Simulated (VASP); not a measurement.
Wanted: the native input for a VASP 6.6.1 run.

```yaml
Task: electric field gradients
Functional: PBEsol
Potentials_or_basis: VASP PAW PBE potentials, release 64 (Ba_sv, S)
Cutoff: 520 eV
k_mesh: 8 × 8 × 8
Occupations: fermi-dirac, width 0.02 eV
Spin: no spin polarisation
Dipole_correction: no
Further_INCAR_settings: ALGO = Normal; EDIFF = 1e-08; NBANDS = 15
```

The structure of BaS lies in POSCAR:

```
BaS
1.0
   -0.0319375000      3.1777812500      3.1777812500
    3.1777812500     -0.0319375000      3.1777812500
    3.1777812500      3.1777812500     -0.0319375000
Ba S
1 1
Direct
    0.0000000000      0.0000000000      0.0000000000
    0.5000000000      0.5000000000      0.5000000000
```

This cell differs from its parent crystal: equal xy, yz and zx shear strains of -1 %.

One way to write it, as run:

INCAR

```
SYSTEM = BaS
ALGO = Normal ; EDIFF = 1E-8
ENCUT = 520 ; GGA = PS
ISIF = 2 ; ISMEAR = -1
LASPH = .True. ; LCHARG = .False.
LEFG = .True. ; LREAL = .False.
LWAVE = .False. ; NBANDS = 15
NELM = 60 ; PREC = Accurate
SIGMA = 0.02
```

KPOINTS

```
k-points
0
Gamma
  8 8 8
  0 0 0
```

Potentials or basis: VASP PAW PBE potentials, release 64 (Ba_sv, S).

The run is started by

```sh
$ cat potpaw_PBE.64/Ba_sv/POTCAR potpaw_PBE.64/S/POTCAR > POTCAR
$ mpirun -np 1 vasp_std > vasp.out
```

It gave:

The pressure is -0.5 GPa, the band gap on the k mesh is 1.96 eV (least direct gap 2.11 eV) and the largest electric field gradient by atom is Ba +6.8; S -1.3 V/Å².

Caveat: the cell differs from its parent crystal (equal xy, yz and zx shear strains of -1 %); without QUAD_EFG the Cq values of the log hold for a quadrupole moment of 1 mb, not for the nuclei; the PAW data sets were made with another functional, which shifts forces and pressure a little; spin-orbit coupling is left out, which moves the levels of the heavy elements.

It took 49 s on 1 thread of Intel(R) Xeon(R) Platinum 8488C (Sapphire Rapids), with other jobs on the host, peak memory 0.24 GiB.
